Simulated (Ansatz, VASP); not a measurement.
**NbAl4N3: VASP beside Ansatz**

Contents of INCAR:

```
SYSTEM = NbAl4N3
PREC = Accurate
ENCUT = 520
EDIFF = 1E-6
ISMEAR = 0
SIGMA = 0.1
LREAL = .False.
LASPH = .True.
NELM = 150
ALGO = Normal
ISIF = 2
LWAVE = .False.
LCHARG = .False.
ISPIN = 2
MAGMOM = 0.01 0.01 0.01 0.01 -0.2 1.42 1.42 1.42
LORBIT = 11
LMAXMIX = 4
GGA = PE
NBANDS = 34
```

File KPOINTS:

```
regular mesh
0
Gamma
  4 4 4
  0 0 0
```

Contents of POSCAR:

```
NbAl4N3
1.0
   -3.5219190000      3.5219190000      3.5219190000
    3.5219190000     -3.5219190000      3.5219190000
    3.5219190000      3.5219190000     -3.5219190000
Al Nb N
4 1 3
Direct
    0.5000000000      0.5000000000      0.5000000000
    0.0000000000      0.0000000000      0.5000000000
    0.0000000000      0.5000000000      0.0000000000
    0.5000000000      0.0000000000      0.0000000000
    0.0000000000      0.0000000000      0.0000000000
    0.0000000000      0.5000000000      0.5000000000
    0.5000000000      0.0000000000      0.5000000000
    0.5000000000      0.5000000000      0.0000000000
```

Input for Ansatz:

```yaml
crystal:
  lattice:
    - [-3.521919, 3.521919, 3.521919]
    - [3.521919, -3.521919, 3.521919]
    - [3.521919, 3.521919, -3.521919]
  atoms:
    - { symbol: Al, position: [0.5, 0.5, 0.5] }
    - { symbol: Al, position: [0.0, 0.0, 0.5] }
    - { symbol: Al, position: [0.0, 0.5, 0.0] }
    - { symbol: Al, position: [0.5, 0.0, 0.0] }
    - { symbol: Nb, position: [0.0, 0.0, 0.0] }
    - { symbol: "N", position: [0.0, 0.5, 0.5] }
    - { symbol: "N", position: [0.5, 0.0, 0.5] }
    - { symbol: "N", position: [0.5, 0.5, 0.0] }
basis:
  ecutwfc: 420
kpoints:
  mp_grid: { grid: [4, 4, 4] }
hamiltonian:
  xc: pbe
scf:
  occupations: { method: gaussian, width: 0.1 }
  lower_state_search: "off"
output:
  forces: true
  stress: true
  eigenvalues: true
  populations: true
magnetization:
  spin_polarized: true
```

Alike in both runs: task single point; functional PBE; k mesh 4 × 4 × 4; occupations gaussian, width 0.1 eV; collinear spin.

|  | VASP | Ansatz |
| --- | --- | --- |
| version | VASP 6.6.1 | Ansatz 0.2.0 |
| potentials or method | VASP PAW PBE potentials, release 64 (Al, Nb_sv, N), cutoff 520 eV | scalar-relativistic, plane waves, PAW |
| valence electrons in the cell | 40 | 40 |

```csv
,VASP,Ansatz,Ansatz less VASP
gap on the k mesh at the Fermi level (eV),none,none,-
pressure (GPa),-19.0,-19.0,+0.04
net moment per atom (μB),0.46,0.46,-0.001
size of the moment on the site where the two differ most (μB),0.93,1.29,+0.364
```

Site moments also hang on the region over which each program counts them. A gap of «none» marks a metal or a gap that the smearing closes. The functional is the same, so the differences come from potentials, cutoffs and numerics. Ansatz's warnings: no starting moments.
